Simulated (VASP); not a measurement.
RbBr: single point with PBE

Crystal: RbBr.

```
CELL_PARAMETERS angstrom
4.08095 0.00000 0.00000
0.00000 4.08095 0.00000
0.00000 0.00000 4.19290
ATOMIC_POSITIONS crystal
Rb 0.93057 0.00000 0.00000
Br 0.57427 0.50000 0.50000
```

This cell differs from its parent crystal: atoms displaced along a vibrational mode, the cell strained.

```json
{
  "Program": "VASP 6.6.1",
  "Task": "single point",
  "Functional": "PBE",
  "Potentials or basis": "VASP PAW PBE potentials, release 64 (Rb_sv, Br)",
  "Cutoff": "520 eV",
  "k mesh": "6 × 6 × 6",
  "Occupations": "gaussian, width 0.05 eV",
  "Spin": "no spin polarisation"
}
```

```json
{"Pressure": "2.6 GPa", "Largest force": "0.519 eV/Å", "Band gap on the k mesh": "4.11 eV (least direct gap 4.25 eV)"}
```

Forces on the atoms (eV/Å):
```
Rb   0.519  0.000  0.000
Br  -0.519  0.000  0.000
```

Stress tensor (GPa, compression positive):
```
2.09 0.00 0.00
0.00 3.21 0.00
0.00 0.00 2.53
```

Levels at points of the mesh, in eV from the valence-band top:
| k point | band 5 | band 6 | band 7 | band 8 | band 9 | band 10 | band 11 | band 12 |
| --- | --- | --- | --- | --- | --- | --- | --- | --- |
| (0.00, 0.00, 0.00) | -8.96 | -0.27 | -0.24 | -0.14 | 4.11 | 5.47 | 6.34 | 9.66 |
| (0.50, 0.00, 0.00) | -8.94 | -1.70 | -0.32 | -0.17 | 6.54 | 7.27 | 7.97 | 9.24 |
| (0.00, 0.50, 0.00) | -8.94 | -1.72 | -0.47 | -0.06 | 6.50 | 6.87 | 7.82 | 8.01 |
| (0.50, 0.50, 0.00) | -8.90 | -1.13 | -1.06 | -0.25 | 5.51 | 6.17 | 7.91 | 8.16 |
| (0.00, 0.00, 0.50) | -8.93 | -1.70 | -0.33 | -0.08 | 6.46 | 6.82 | 7.56 | 8.11 |
| (0.50, 0.00, 0.50) | -8.89 | -1.09 | -1.08 | -0.12 | 5.43 | 6.37 | 8.12 | 8.45 |
| (0.00, 0.50, 0.50) | -8.93 | -1.05 | -0.98 | 0.00 | 5.46 | 6.79 | 8.18 | 8.28 |
| (0.50, 0.50, 0.50) | -9.21 | -1.32 | -1.26 | -1.22 | 7.38 | 7.40 | 8.54 | 9.86 |

Run time: 41 s on 1 thread of Intel(R) Xeon(R) Platinum 8375C CPU @ 2.90GHz (Ice Lake) (shared host), peak memory 0.21 GiB.

Caveat: the cell differs from its parent crystal (atoms displaced along a vibrational mode, the cell strained). A k mesh can miss the band edges.
